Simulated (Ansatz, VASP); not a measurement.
## CaSe: VASP beside Ansatz

```
Ca Se
1.0
     0.00000    3.19937    3.19937
     3.19937    0.00000    3.19937
     3.19937    3.19937    0.00000
Ca Se
1 1
Direct
  0.00000 0.00000 0.00000
  0.75000 0.75000 0.75000
```

Alike in both runs: task single point; functional PBE; k mesh 6 × 6 × 6; occupations gaussian, width 0.02 eV; no spin polarisation.

|  | VASP | Ansatz |
| --- | --- | --- |
| version | VASP 6.6.1 | Ansatz 0.2.0 |
| potentials or method | VASP PAW PBE potentials, release 64 (Ca_sv, Se), cutoff 500 eV | scalar-relativistic, plane waves, PAW |
| valence electrons in the cell | 16 | 26 |

Ansatz gave:

| Property | Result |
| --- | --- |
| gap on the k mesh at the Fermi level (eV) | 3.43 |
| least direct gap on the mesh (eV) | 3.56 |
| pressure (GPa) | 3.4 |

Q: Estimate VASP's values.

A: gap on the k mesh at the Fermi level (eV): 3.43; least direct gap on the mesh (eV): 3.56; pressure (GPa): 3.5.

VASP's potentials hold 16 valence electrons a cell and Ansatz's 26, so a difference there can come from the potentials and not from the codes.
